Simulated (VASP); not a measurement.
A run of VASP 6.6.1:

File POSCAR:

```
PbSe
1.0
   -0.0860203568      3.0887022205      3.0887022205
    3.0887022205     -0.0860203568      3.0887022205
    3.0026818636      3.0026818636      0.0000000000
Pb Se
1 1
Direct
    0.0000000000      0.0000000000      0.0000000000
    0.5000000000      0.5000000000      0.5000000000
```

INCAR.step1

```
PREC = Accurate
ENCUT = 520
ISMEAR = -1
SIGMA = 0.02
LREAL = F
LASPH = T
NELM = 100
NBANDS = 17
GGA = PE
ALGO = Normal
EDIFF = 1E-4
LWAVE = T
LCHARG = F
```

Contents of INCAR.step2:

```
PREC = Accurate
ENCUT = 520
EDIFF = 1E-7
ISMEAR = -1
SIGMA = 0.02
LREAL = F
LASPH = T
NELM = 100
ALGO = Normal
ISIF = 2
LWAVE = F
LCHARG = F
METAGGA = R2SCAN
LMIXTAU = T
NBANDS = 17
ISTART = 1
```

KPOINTS

```
Automatic mesh
0
Gamma
  8 8 8
```

Potentials or basis: VASP PAW PBE potentials, release 64 (Pb_d, Se).

The run is started by

```sh
$ cat potpaw_PBE.64/Pb_d/POTCAR potpaw_PBE.64/Se/POTCAR > POTCAR
$ cp INCAR.step1 INCAR
$ mpirun -np 1 vasp_std > vasp.out
$ cp INCAR.step2 INCAR
$ mpirun -np 1 vasp_std > vasp.out
```

Hardware: 1 thread of Intel(R) Xeon(R) Platinum 8488C (Sapphire Rapids) (shared host).

How long does it take, and how much memory?

Wall time 2.5 min on 1 thread of Intel(R) Xeon(R) Platinum 8488C (Sapphire Rapids), on a shared host, peak memory 0.25 GiB. Counts: k points 95.
